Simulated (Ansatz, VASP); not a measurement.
One calculation of AlN, two programs

Contents of INCAR:

```
SYSTEM = AlN
PREC = Accurate ; ENCUT = 600
EDIFF = 1E-6 ; ISMEAR = -1
SIGMA = 0.2 ; LREAL = .FALSE.
LASPH = .TRUE. ; NELM = 120
ALGO = Normal ; ISIF = 2
LWAVE = .FALSE. ; LCHARG = .FALSE.
GGA = PS ; NBANDS = 16
GGA_COMPAT = .FALSE.
```

KPOINTS

```
Automatic mesh
0
G
  6 6 4
  0 0 0
```

POSCAR

```
AlN
1.0
    3.1066945025      0.0000000000      0.0000000000
   -1.5533472512      2.6904763609      0.0000000000
    0.0000000000      0.0000000000      4.9785885509
Al N
2 2
Direct
    0.3333333333      0.6666666667     -0.0007956041
    0.6666666667      0.3333333333      0.4992043959
    0.3333333333      0.6666666667      0.3807956041
    0.6666666667      0.3333333333      0.8807956041
```

Input for Ansatz:

```yaml
crystal:
  lattice:
    - [3.1066945025, 0.0, 0.0]
    - [-1.5533472512, 2.6904763609, 0.0]
    - [0.0, 0.0, 4.9785885509]
  atoms:
    - { symbol: Al, position: [0.3333333333, 0.6666666667, -0.0007956041] }
    - { symbol: Al, position: [0.6666666667, 0.3333333333, 0.4992043959] }
    - { symbol: "N", position: [0.3333333333, 0.6666666667, 0.3807956041] }
    - { symbol: "N", position: [0.6666666667, 0.3333333333, 0.8807956041] }
kpoints:
  mp_grid: { grid: [6, 6, 4] }
hamiltonian:
  xc: pbesol
scf:
  occupations: { method: fermi_dirac, width: 0.2 }
  n_extra_bands: 5
output:
  forces: true
  stress: true
  eigenvalues: true
```

Alike in both runs: task single point; functional PBEsol; k mesh 6 × 6 × 4; occupations fermi-dirac, width 0.2 eV; no spin polarisation.

```csv
,VASP,Ansatz
version,VASP 6.6.1,Ansatz 0.2.0
potentials or method,"VASP PAW PBE potentials, release 64 (Al, N)",plane waves
plane-wave cutoff (eV),600,420
valence electrons in the cell,16,16
```

```csv
,VASP,Ansatz,Ansatz less VASP
pressure (GPa),1.0,1.1,+0.19
"traceless stress, the component that is largest in VASP (GPa)",-0.23,-0.23,+0.003
rms of the force components (eV/Å),0.008,0.007,-0.0004
```

VASP's potentials were made for PBE, not for PBEsol. Atom by atom the forces differ by 0.000 eV/Å (rms over components).
